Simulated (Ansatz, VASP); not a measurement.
**One calculation of Na, two programs**

Contents of INCAR:

```
SYSTEM = Na
ALGO = Normal
EDIFF = 1E-6
ENCUT = 500
GGA = PE
GGA_COMPAT = .FALSE.
ISIF = 2
ISMEAR = -1
LASPH = .TRUE.
LCHARG = .FALSE.
LREAL = .FALSE.
LWAVE = .FALSE.
NBANDS = 14
NELM = 120
PREC = Accurate
SIGMA = 0.1
```

KPOINTS

```
k-points
0
G
  11 11 6
  0 0 0
```

The input POSCAR:

```
Na
1.0
    3.7445808201      0.0000000000      0.0000000000
   -1.8722904100      3.2429021167      0.0000000000
    0.0000000000      0.0000000000      6.1144825084
Na
2
Direct
    0.3333333333      0.6666666667      0.2500000000
    0.6666666667      0.3333333333      0.7500000000
```

Input for Ansatz:

```yaml
crystal:
  lattice:
    - [3.7445808201, 0.0, 0.0]
    - [-1.87229041, 3.2429021167, 0.0]
    - [0.0, 0.0, 6.1144825084]
  atoms:
    - { symbol: Na, position: [0.3333333333, 0.6666666667, 0.25] }
    - { symbol: Na, position: [0.6666666667, 0.3333333333, 0.75] }
hamiltonian:
  xc: pbe
  pseudopotentials:
    kind: paw
    azcp:
      Na: "pseudopotentials/Na.paw.azcp"
basis:
  ecutwfc: 420
  fft_grid_basis: typed
kpoints:
  mp_grid: { grid: [11, 11, 6], shift: [0, 0, 0] }
magnetization:
  spin_polarized: false
scf:
  occupations: { method: fermi_dirac, width: 0.1 }
  lower_state_search: "off"
output:
  stress: true
```

Alike in both runs: task single point; functional PBE; k mesh 11 × 11 × 6; occupations fermi-dirac, width 0.1 eV; no spin polarisation.

|  | VASP | Ansatz |
| --- | --- | --- |
| version | VASP 6.6.1 | Ansatz 0.2.0 |
| potentials or method | VASP PAW PBE potentials, release 64 (Na_pv), cutoff 500 eV | plane waves (420 eV) with PAW, scalar-relativistic |
| valence electrons in the cell | 14 | 18 |

|  | VASP | Ansatz | Ansatz less VASP |
| --- | --- | --- | --- |
| pressure (GPa) | 0.0 | 0.0 | +0.01 |
| traceless stress, the component that is largest in VASP (GPa) | 0.10 | 0.10 | -0.001 |

The functional is the same, so the differences come from potentials, cutoffs and numerics. VASP's potentials hold 14 valence electrons a cell and Ansatz's 18, so a difference there can come from the potentials and not from the codes.
